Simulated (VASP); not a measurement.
A run of VASP 6.6.1 is set up as follows.

The input INCAR:

```
SYSTEM = AlAu2
ALGO = Normal
DIPOL = 0.5 0.5 0.277
EDIFF = 1E-6
ENCUT = 520
GGA = PE
IDIPOL = 3
ISIF = 2
ISMEAR = 0
LASPH = .TRUE.
LCHARG = .FALSE.
LDIPOL = .TRUE.
LREAL = .FALSE.
LWAVE = .FALSE.
NBANDS = 20
NELM = 60
PREC = Accurate
SIGMA = 0.1
```

File KPOINTS:

```
k-points
0
G
  16 16 1
  0 0 0
```

POSCAR

```
AlAu2
1.0
    2.9456364901      0.0000000000      0.0000000000
    0.0000000000      2.9456364901      0.0000000000
    0.0000000000      0.0000000000     30.7279602059
Al Au
1 2
Direct
    0.5000000000      0.5000000000      0.2766210299
    0.0000000000      0.0000000000      0.3313757472
    0.0000000000      0.0000000000      0.2218663127
```

Potentials or basis: VASP PAW PBE potentials, release 64 (Al, Au).

Command:

```console
$ cat potpaw_PBE.64/Al/POTCAR potpaw_PBE.64/Au/POTCAR > POTCAR
$ mpirun -np 1 vasp_std > vasp.out
```

Problem. Estimate the largest force.

Solution. 0.006 eV/Å.

Problem. Predict the band gap on the k mesh.

Solution. Zero (an odd number of electrons rules out a gap without spin polarisation).

Forces in eV/Å, atoms in the order of the input:
```
Al   0.000  0.000  0.000
Au   0.000  0.000 -0.006
Au   0.000  0.000  0.006
```

Caveat: spin-orbit coupling is left out, which moves the levels of the heavy elements.
